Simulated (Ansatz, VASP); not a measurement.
Two plane-wave programs on GaN

```
Ga N
1.0
     3.31498    0.00000    0.00000
    -1.65749    2.87086    0.00000
     0.00000    0.00000    5.16438
Ga N
2 2
Direct
  0.33333 0.66667 0.99913
  0.66667 0.33333 0.49913
  0.33333 0.66667 0.37587
  0.66667 0.33333 0.87587
```

Change from the starting cell: strain +0.030 along x and y, -0.015 along z, atoms carried along.

Alike in both runs: task single point; functional PBE; k mesh 12 × 12 × 6; occupations gaussian, width 0.05 eV; no spin polarisation.

|  | VASP | Ansatz |
| --- | --- | --- |
| version | VASP 6.6.1 | Ansatz 0.2.0 |
| potentials or method | VASP PAW PBE potentials, release 64 (Ga_d, N), cutoff 520 eV | scalar-relativistic, plane waves, PAW |
| valence electrons in the cell | 36 | 36 |

Ansatz gave:

* gap on the k mesh at the Fermi level (eV): 1.42
* least direct gap on the mesh (eV): 1.42
* pressure (GPa): -6.4
* traceless stress, the component that is largest in VASP (GPa): 9.37
* rms of the force components (eV/Å): 0.214

Task: Estimate VASP's values.

Result: gap on the k mesh at the Fermi level (eV): 1.42; least direct gap on the mesh (eV): 1.42; pressure (GPa): -6.2; traceless stress, the component that is largest in VASP (GPa): 9.36; rms of the force components (eV/Å): 0.210.

Atom by atom the forces differ by 0.004 eV/Å (rms over components).
